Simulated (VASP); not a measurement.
# HfB2 (P6/mmm) in VASP: further runs

HfB2 is run at these levels: SVWN5; tasks: single point, relaxation of cell and atoms.

Program: VASP 6.6.1. These are calculated values, not measurements. Logs are shortened: lines on timing, memory, paths and dates and some standing lists are left out, and cuts for length are marked.

### Step 1. The cell of the first run

The structure is hexagonal, space group P6/mmm (No. 191). Conventional cell: a = 3.101 Å, b = 3.101 Å, c = 3.427 Å, α = 90.00°, β = 90.00°, γ = 120.00°. Within 3.5 Å of Hf (site symmetry 6/mmm) lie 12 B at 2.48 Å and 8 Hf at 3.10 to 3.43 Å. B (site symmetry -6m2) has 3 B at 1.79 Å and 6 Hf at 2.48 Å within 2.5 Å.

### Step 2. Single point, SVWN5, collinear spin

INCAR reads:

```
SYSTEM = HfB2
PREC = Accurate
ENCUT = 520
EDIFF = 1E-7
ISMEAR = -1
SIGMA = 0.025
LREAL = .FALSE.
LASPH = .TRUE.
NELM = 150
ALGO = Normal
ISIF = 2
LWAVE = .FALSE.
LCHARG = .FALSE.
ISPIN = 2
MAGMOM = 0.55 0 0
LORBIT = 11
LMAXMIX = 4
GGA = VW
NBANDS = 19
```

KPOINTS reads:

```
Automatic mesh
0
G
  10 10 8
  0 0 0
```

POSCAR reads:

```
HfB2
1.0
    3.1007753747      0.0000000000      0.0000000000
   -1.5503876874      2.6853502459      0.0000000000
    0.0000000000      0.0000000000      3.4265892568
Hf B
1 2
Direct
    0.0000000000      0.0000000000      0.0000000000
    0.6666666667      0.3333333333      0.5000000000
    0.3333333333      0.6666666667      0.5000000000
```

Potentials or basis: VASP PAW PBE potentials, release 64 (Hf_pv, B).

Started as:

```bash
> cat potpaw_PBE.64/Hf_pv/POTCAR potpaw_PBE.64/B/POTCAR > POTCAR
> mpirun -np 1 vasp_std > vasp.out
```

OUTCAR:

```text
SYSTEM = HfB2
   PREC = Accurate
   ENCUT = 520
   EDIFF = 1E-7
   ISMEAR = -1
   LREAL = .FALSE.
   LASPH = .TRUE.
   NELM = 150
   ISIF = 2
   ISPIN = 2
   LORBIT = 11
   GGA = VW

 ion  position               nearest neighbor table
   1  0.000  0.000  0.000-   2 2.48   3 2.48   2 2.48   3 2.48   2 2.48   2 2.48   3 2.48   3 2.48
                             2 2.48   2 2.48   3 2.48   3 2.48
   2  0.667  0.333  0.500-   3 1.79   3 1.79   3 1.79   1 2.48   1 2.48   1 2.48   1 2.48   1 2.48
                             1 2.48
   3  0.333  0.667  0.500-   2 1.79   2 1.79   2 1.79   1 2.48   1 2.48   1 2.48   1 2.48   1 2.48
                             1 2.48

  LATTYP: Found a hexagonal cell.
 ALAT       =     3.1007753747
 C/A-ratio  =     1.1050749708

  Lattice vectors:

 A1 = (   3.1007753747,   0.0000000000,   0.0000000000)
 A2 = (  -1.5503876874,   2.6853502459,   0.0000000000)
 A3 = (   0.0000000000,   0.0000000000,   3.4265892568)

Analysis of symmetry for initial positions (statically):
=====================================================================
 Subroutine PRICEL returns:
 Original cell was already a primitive cell.

 Routine SETGRP: Setting up the symmetry group for a
 hexagonal supercell.

 Subroutine GETGRP returns: Found 24 space group operations
 (whereof 24 operations were pure point group operations)
 out of a pool of 24 trial point group operations.

The static configuration has the point symmetry D_6h.

Analysis of symmetry for dynamics (positions and initial velocities):
=====================================================================
 Subroutine PRICEL returns:
 Original cell was already a primitive cell.

 Routine SETGRP: Setting up the symmetry group for a
 hexagonal supercell.

 Subroutine GETGRP returns: Found 24 space group operations
 (whereof 24 operations were pure point group operations)
 out of a pool of 24 trial point group operations.

The dynamic configuration has the point symmetry D_6h.

Analysis of structural, dynamic, and magnetic symmetry:
=====================================================================
 Subroutine PRICEL returns:
 Original cell was already a primitive cell.

 Routine SETGRP: Setting up the symmetry group for a
 hexagonal supercell.

 Subroutine GETGRP returns: Found 24 space group operations
 (whereof 24 operations were pure point group operations)
 out of a pool of 24 trial point group operations.

The overall configuration has the point symmetry D_6h.

 Subroutine INISYM returns: Found 24 space group operations
 (whereof 24 operations are pure point group operations),
 and found     1 'primitive' translations

----------------------------------------------------------------------------------------

                                     Primitive cell

  volume of cell :      28.5321

  direct lattice vectors                    reciprocal lattice vectors
     3.100775375  0.000000000  0.000000000     0.322499981  0.186195451  0.000000000
    -1.550387687  2.685350246  0.000000000     0.000000000  0.372390902  0.000000000
     0.000000000  0.000000000  3.426589257     0.000000000  0.000000000  0.291835386

  length of vectors
     3.100775375  3.100775375  3.426589257     0.372390902  0.372390902  0.291835386

  position of ions in fractional coordinates (direct lattice)
     0.000000000  0.000000000  0.000000000
     0.666666667  0.333333333  0.500000000
     0.333333333  0.666666667  0.500000000

  ion indices of the primitive-cell ions
   primitive index   ion index
                 1           1
                 2           2
                 3           3

----------------------------------------------------------------------------------------

 KPOINTS: Automatic mesh

Automatic generation of k-mesh.
 Grid dimensions read from file:
 generate k-points for:   10   10    8

 Generating k-lattice:

  Cartesian coordinates                     Fractional coordinates (reciprocal lattice)
     0.032249998  0.018619545  0.000000000     0.100000000  0.000000000  0.000000000
     0.000000000  0.037239090  0.000000000     0.000000000  0.100000000  0.000000000
     0.000000000  0.000000000  0.036479423     0.000000000  0.000000000  0.125000000

  Length of vectors
     0.037239090  0.037239090  0.036479423

  Shift w.r.t. Gamma in fractional coordinates (k-lattice)
     0.000000000  0.000000000  0.000000000

 Subroutine IBZKPT returns following result:
 ===========================================

 Found     70 irreducible k-points:

 Following reciprocal coordinates:
            Coordinates               Weight
  0.000000  0.000000  0.000000      1.000000
  0.100000  0.000000  0.000000      6.000000
  0.200000  0.000000  0.000000      6.000000
  0.300000  0.000000  0.000000      6.000000
  0.400000 -0.000000  0.000000      6.000000
  0.500000  0.000000  0.000000      3.000000
[... 16 lines left out ...]
  0.300000  0.100000  0.125000     24.000000
  0.400000  0.100000  0.125000     24.000000
 [... further k-points ...]
   k-points           NKPTS =     70   k-points in BZ     NKDIM =     70   number of bands    NBANDS=     19
   number of dos      NEDOS =    301   number of ions     NIONS =      3
   total plane-waves  NPLWV =  16128
   dimension x,y,z NGX =    24 NGY =   24 NGZ =   28
   dimension x,y,z NGXF=    48 NGYF=   48 NGZF=   56
   ions per type =               1   2
   NGX,Y,Z   is equivalent  to a cutoff of  12.87, 12.87, 13.58 a.u.
   NGXF,Y,Z  is equivalent  to a cutoff of  25.73, 25.73, 27.17 a.u.
 SYSTEM =  HfB2
   PREC   = accura    normal or accurate (medium, high low for compatibility)
   ISTART =      0    job   : 0-new  1-cont  2-samecut
   ICHARG =      2    charge: 1-file 2-atom 10-const
   ISPIN  =      2    spin polarized calculation?
   LNONCOLLINEAR =      F non collinear calculations
   LSORBIT =      F    spin-orbit coupling
   LASPH  =      T    aspherical Exc in radial PAW
   ENCUT  =  520.0 eV  38.22 Ry    6.18 a.u.   5.77  5.77  6.37*2*pi/ulx,y,z
   NELM   =    150;   NELMIN=  2; NELMDL= -5     # of ELM steps
   EDIFF  = 0.1E-06   stopping-criterion for ELM
   LREAL  =      F    real-space projection
   EDIFFG = 0.1E-05   stopping-criterion for IOM
   NSW    =      0    number of steps for IOM
   IBRION =     -1    ionic relax: 0-MD 1-quasi-New 2-CG
   NFREE  =      0    steps in history (QN), initial steepest desc. (CG)
   ISIF   =      2    stress and relaxation
   ISYM   =      2    0-nonsym 1-usesym 2-fastsym
   POTIM  = 0.5000    time-step for ionic-motion
   TEBEG  =    0.0;   TEEND  =   0.0 temperature during run
   PSTRESS=    0.0 pullay stress
   NELECT =      16.0000    total number of electrons
   NUPDOWN=      -1.0000    fix difference up-down
   EMIN   =  10.00;   EMAX   =-10.00  energy-range for DOS
   EFERMI =   0.00;   METHOD = LEGACY
   ISMEAR =    -1;   SIGMA  =   0.03  broadening in eV -4-tet -1-fermi 0-gaus
   EFERMI_NEDOS =   21; number of points for ismear=-14 and -15
   IALGO  =     38    algorithm
   IMIX   =      4    mixing-type and parameters
     AMIX     =   0.40;   BMIX     =  1.00
     AMIX_MAG =   1.60;   BMIX_MAG =  1.00
  volume/ion in A,a.u.               =       9.51        64.18
  Fermi-wavevector in a.u.,A,eV,Ry     =   1.350010  2.551149 24.796994  1.822528
  Thomas-Fermi vector in A             =   2.477550
   LORBIT       =     11    0 simple, 1 ext, 2 COOP (PROOUT), +10 PAW based schemes
   GGA     = VW    functional components
   LHFCALC =     F    Hartree Fock is set to
   AEXX    =    0.0000 exact exchange contribution
   IVDW    =     0    specifies the selected vdW correction
   LEPSILON=     F    determine dielectric tensor
   LRPA    =     F    only Hartree local field effects (RPA)
 spin polarized calculation
  energy-cutoff  :      520.00
  volume of cell :       28.53
 maximum number of plane-waves:       784
 NGX is ok and might be reduce to    24
   NGX = 11   NGY = 11   NGZ = 13

 number of electron      16.0000001 magnetization      -0.1393553

 number of electron      16.0000001 magnetization       0.0057453

 Free energy of the ion-electron system (eV)
  ---------------------------------------------------
  ext. energy  EPLUGINS =         0.00000000
  ---------------------------------------------------
  free energy    TOTEN  =        65.16984812 eV

  energy without entropy =       65.17091572  energy(sigma->0) =       65.17038192

 E-fermi :   7.5119     XC(G=0): -12.9118

 val. band max:        7.4971097145   @ k =   0.2000   0.2000   0.1250
 cond. band min:       7.7769089064   @ k =   0.1000   0.1000   0.2500
 fundamental gap:      0.2797991919
 Fermi energy:         7.5119213900

 spin component 1

 k-point     1 :       0.0000    0.0000    0.0000
  band No.  band energies     occupation
      1     -22.8261      1.00000
      2     -22.2754      1.00000
      3     -22.2754      1.00000
      4      -6.1386      1.00000
      5       4.5646      1.00000
      6       4.6773      1.00000
[... 11 lines left out ...]
     18      20.9379      0.00000
     19      24.4941      0.00000
[... 489 lines left out ...]
      3     -22.5221      1.00000
      4      -2.2819      1.00000
      5      -0.8873      1.00000
      6       2.9767      1.00000
[... 11 lines left out ...]
     18      21.9393      0.00000
     19      22.9442      0.00000

 [... further k-points ...]

 spin component 2

 k-point     1 :       0.0000    0.0000    0.0000
  band No.  band energies     occupation
      1     -22.7317      1.00000
      2     -22.1775      1.00000
      3     -22.1775      1.00000
      4      -6.1211      1.00000
      5       4.5860      1.00000
      6       4.6918      1.00000
[... 11 lines left out ...]
     18      20.9783      0.00000
     19      24.4937      0.00000
[... 489 lines left out ...]
      3     -22.4264      1.00000
      4      -2.2646      1.00000
      5      -0.8704      1.00000
      6       2.9909      1.00000
[... 11 lines left out ...]
     18      21.9670      0.00000
     19      22.9683      0.00000

 [... further k-points ...]

------------------------ aborting loop because EDIFF is reached ----------------------------------------

  FORCE on cell =-STRESS in cart. coord.  units (eV):
  Direction    XX          YY          ZZ          XY          YZ          ZX
  --------------------------------------------------------------------------------------
  -------------------------------------------------------------------------------------
  Total        0.0767268      0.0767268      0.1074194     -0.0000000     -0.0000000      0.0000000
  in kB        4.3084810      4.3084810      6.0319812     -0.0000000     -0.0000000      0.0000000
  external PRESSURE =       4.8829811 kB  Pullay stress =       0.0000000 kB

 VOLUME and BASIS-vectors are now :
 -----------------------------------------------------------------------------
  energy-cutoff  :      520.00
  volume of cell :       28.53
      direct lattice vectors                 reciprocal lattice vectors
     3.100775375  0.000000000  0.000000000     0.322499981  0.186195451  0.000000000
    -1.550387687  2.685350246  0.000000000     0.000000000  0.372390902  0.000000000
     0.000000000  0.000000000  3.426589257     0.000000000  0.000000000  0.291835386

 POSITION                                       TOTAL-FORCE (eV/Angst)
 -----------------------------------------------------------------------------------
      0.00000      0.00000      0.00000        -0.000000      0.000000     -0.000000
      1.55039      0.89512      1.71329         0.000000      0.000000     -0.000000
     -0.00000      1.79023      1.71329        -0.000000     -0.000000      0.000000
 -----------------------------------------------------------------------------------
    total drift:                               -0.000000      0.000000      0.000000

  FREE ENERGIE OF THE ION-ELECTRON SYSTEM (eV)
  ---------------------------------------------------
  free  energy   TOTEN  =        65.1698481161 eV

  energy  without entropy=       65.1709157247  energy(sigma->0) =       65.17038192

 total charge

# of ion       s       p       d       tot
------------------------------------------
    1        0.308   6.645   1.939   8.892
    2        0.662   1.315   0.000   1.977
    3        0.662   1.315   0.000   1.977
--------------------------------------------------
tot          1.633   9.275   1.939  12.846

 magnetization (x)

# of ion       s       p       d       tot
------------------------------------------
    1        0.000  -0.001   0.005   0.004
    2       -0.000  -0.000   0.000  -0.000
    3       -0.000  -0.000   0.000  -0.000
--------------------------------------------------
tot         -0.000  -0.001   0.005   0.003
```

Run time: 37 s. Hardware: 1 thread of Intel Xeon Platinum 8488C (Sapphire Rapids), shared host; peak memory 0.18 GiB.

What came out:

- Free energy: 65.1698 eV
- Pressure: 0.5 GPa
- Band gap on the k mesh: zero (filled and empty bands overlap)
- Net moment: 0.01 μB per cell
- Valence electrons inside the program's atomic spheres: Hf 8.89; B 1.98

Levels at points of the mesh, in eV from the Fermi level:
Spin up:
```tsv
k point	band 4	band 5	band 6	band 7	band 8	band 9	band 10	band 11	band 12	band 13
(0.00, 0.00, 0.00)	-13.65	-2.95	-2.83	-2.83	-2.50	4.29	4.29	5.00	5.00	5.36
(0.50, 0.00, 0.00)	-9.72	-8.72	-4.08	-3.28	-2.83	2.42	2.95	6.03	6.06	6.86
(0.00, 0.00, 0.50)	-11.00	-8.32	-1.03	-1.03	0.43	0.43	1.14	1.14	2.47	5.38
(0.50, 0.00, 0.50)	-10.23	-7.25	-4.95	-4.68	-2.35	4.49	4.54	6.63	7.77	7.81
```
Spin down:
```csv
k point,band 5,band 6,band 7,band 8,band 9,band 10,band 11,band 12
"(0.00, 0.00, 0.00)",-2.93,-2.82,-2.82,-2.49,4.33,4.33,5.03,5.03
"(0.50, 0.00, 0.00)",-8.70,-4.07,-3.27,-2.81,2.44,2.98,6.07,6.10
"(0.00, 0.00, 0.50)",-8.30,-1.01,-1.01,0.45,0.45,1.17,1.17,2.50
"(0.50, 0.00, 0.50)",-7.24,-4.94,-4.66,-2.33,4.53,4.56,6.68,7.81
```

Caveat: the PAW data sets were made with another functional, which shifts forces and pressure a little; spin-orbit coupling is left out, which moves the levels of the heavy elements.

### Step 3. Relaxation of cell and atoms, SVWN5, collinear spin

This run uses another cell than the first one, of 9.90 Å³/atom.

INCAR reads:

```
SYSTEM = HfB2
ALGO = Normal ; EDIFF = 1E-6
EDIFFG = -0.01 ; ENCUT = 600
GGA = VW ; IBRION = 2
ISIF = 3 ; ISMEAR = -1
ISPIN = 2 ; LASPH = .TRUE.
LCHARG = .FALSE. ; LMAXMIX = 4
LORBIT = 11 ; LREAL = .FALSE.
LWAVE = .FALSE. ; MAGMOM = 0.55 0 0
NELM = 150 ; NSW = 80
PREC = Accurate ; SIGMA = 0.025
```

KPOINTS reads:

```
k-points
0
G
  10 10 8
  0 0 0
```

POSCAR reads:

```
HfB2
1.0
    3.1400000000      0.0000000000      0.0000000000
   -1.5700000000      2.7193197679      0.0000000000
    0.0000000000      0.0000000000      3.4800000000
Hf B
1 2
Direct
    0.0000000000      0.0000000000      0.0000000000
    0.6666666667      0.3333333333      0.5000000000
    0.3333333333      0.6666666667      0.5000000000
```

Potentials or basis: VASP PAW PBE potentials, release 64 (Hf_pv, B).

Started as:

```bash
> cat potpaw_PBE.64/Hf_pv/POTCAR potpaw_PBE.64/B/POTCAR > POTCAR
> mpirun -np 1 vasp_std > vasp.out
```

Wall time 2.7 min (1 thread of Intel Xeon Platinum 8488C (Sapphire Rapids), shared host); peak memory 0.19 GiB.

Results (log left out):

- Free energy: 65.1675 eV
- Relaxed volume: 9.53 Å³/atom
- Relaxed cell: a = 3.102 Å, b = 3.102 Å, c = 3.430 Å, α = 90.00°, β = 90.00°, γ = 120.00°
- Space group after relaxing (to 0.1 Å): P6/mmm (No. 191)
- Energy gained by relaxing: 11.7 meV/atom
- Ionic steps: 10
- Pressure after relaxing: 0.0 GPa
- Band gap on the k mesh: zero (filled and empty bands overlap)
- Net moment: 0.01 μB per cell
- Valence electrons inside the program's atomic spheres: Hf 8.89; B 1.98

Step by step:
| step | energy change (eV) | largest force (eV/Å) | pressure (GPa) | volume (Å³) |
| --- | --- | --- | --- | --- |
| 1 | 0.0000 | 0.0000 | -10.02 | 29.71 |
| 2 | 0.0377 | 0.0000 | 16.15 | 27.13 |
| 3 | -0.0349 | 0.0000 | -0.48 | 28.63 |
| 4 | -0.0349 | 0.0000 | -0.03 | 28.59 |
| 5 | -0.0349 | 0.0000 | 0.19 | 28.57 |
| 6 | -0.0350 | 0.0000 | 0.20 | 28.56 |
| 7 | -0.0350 | 0.0000 | 0.20 | 28.56 |
| 8 | -0.0351 | 0.0000 | -0.23 | 28.60 |
| 9 | -0.0351 | 0.0000 | -0.17 | 28.60 |
| 10 | -0.0351 | 0.0000 | 0.00 | 28.58 |

Final structure:
```cif
data_structure
_symmetry_space_group_name_H-M 'P 1'
_symmetry_Int_Tables_number 1
_cell_length_a 3.1019
_cell_length_b 3.1019
_cell_length_c 3.4298
_cell_angle_alpha 90.000
_cell_angle_beta 90.000
_cell_angle_gamma 120.000
_cell_volume 28.58
loop_
_atom_site_label
_atom_site_type_symbol
_atom_site_fract_x
_atom_site_fract_y
_atom_site_fract_z
_atom_site_occupancy
Hf1 Hf 0.00000 0.00000 0.00000 1
B1 B 0.66667 0.33333 0.50000 1
B2 B 0.33333 0.66667 0.50000 1
```

Levels at points of the mesh, in eV from the Fermi level:
Spin up:
| k point | band 4 | band 5 | band 6 | band 7 | band 8 | band 9 | band 10 | band 11 | band 12 |
| --- | --- | --- | --- | --- | --- | --- | --- | --- | --- |
| (0.00, 0.00, 0.00) | -13.64 | -2.95 | -2.83 | -2.83 | -2.51 | 4.28 | 4.28 | 4.98 | 4.98 |
| (0.50, 0.00, 0.00) | -9.72 | -8.72 | -4.08 | -3.28 | -2.83 | 2.42 | 2.94 | 6.02 | 6.05 |
| (0.00, 0.00, 0.50) | -11.00 | -8.31 | -1.02 | -1.02 | 0.44 | 0.44 | 1.13 | 1.13 | 2.46 |
| (0.50, 0.00, 0.50) | -10.22 | -7.25 | -4.94 | -4.68 | -2.35 | 4.47 | 4.53 | 6.62 | 7.74 |
Spin down:
| k point | band 5 | band 6 | band 7 | band 8 | band 9 | band 10 | band 11 | band 12 |
| --- | --- | --- | --- | --- | --- | --- | --- | --- |
| (0.00, 0.00, 0.00) | -2.92 | -2.81 | -2.81 | -2.49 | 4.32 | 4.32 | 5.01 | 5.01 |
| (0.50, 0.00, 0.00) | -8.70 | -4.07 | -3.26 | -2.81 | 2.43 | 2.97 | 6.05 | 6.09 |
| (0.00, 0.00, 0.50) | -8.29 | -1.01 | -1.01 | 0.46 | 0.46 | 1.16 | 1.16 | 2.49 |
| (0.50, 0.00, 0.50) | -7.24 | -4.93 | -4.66 | -2.33 | 4.51 | 4.55 | 6.67 | 7.78 |

Caveat: the PAW data sets were made with another functional, which shifts forces and pressure a little; spin-orbit coupling is left out, which moves the levels of the heavy elements.

The gap in the log of VASP goes by the Fermi energy; the results here count the filled bands.